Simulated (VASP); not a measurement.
Wanted: the native input for a VASP 6.6.1 run.

```
Task                   : single point
Functional             : LDA
Potentials or basis    : VASP PAW LDA potentials, release 64 (Rb_sv, Cl)
Cutoff                 : 500 eV
k mesh                 : 6 × 6 × 6
Occupations            : gaussian, width 0.05 eV
Spin                   : no spin polarisation
Dipole correction      : no
Further INCAR settings : ALGO = Normal; EDIFF = 1e-06; NBANDS = 15
```

The structure of RbCl lies in POSCAR:

```
RbCl
1.0
    0.0000000000      3.2985550000      3.2985550000
    3.2740000000      0.0245550000      3.2740000000
    3.2740000000      3.2740000000      0.0245550000
Rb Cl
1 1
Direct
    0.0000000000      0.0000000000      0.0000000000
    0.5000000000      0.5000000000      0.5000000000
```

This cell differs from its parent crystal: strain +0.0150 x Voigt [0, 0, 0, 1, 0, 0].

One way to write it, as run:

INCAR

```
SYSTEM = RbCl
PREC = Accurate
ENCUT = 500
EDIFF = 1E-6
ISMEAR = 0
SIGMA = 0.05
LREAL = .False.
LASPH = .True.
NELM = 120
ALGO = Normal
ISIF = 2
LWAVE = .False.
LCHARG = .False.
NBANDS = 15
GGA_COMPAT = .False.
```

KPOINTS

```
Automatic mesh
0
Gamma
  6 6 6
  0 0 0
```

Potentials or basis: VASP PAW LDA potentials, release 64 (Rb_sv, Cl).

Launch:

```sh
$ cat potpaw_LDA.64/Rb_sv/POTCAR potpaw_LDA.64/Cl/POTCAR > POTCAR
$ mpirun -np 1 vasp_std > vasp.out
```

Results of the run:

```yaml
Pressure: -1.4 GPa
Band_gap_on_the_k_mesh: 4.59 eV
```

Caveat: the cell differs from its parent crystal (strain +0.0150 x Voigt [0, 0, 0, 1, 0, 0]).

It took 87 s on 1 thread of AMD EPYC 7R13, on a shared host, peak memory 0.16 GiB.
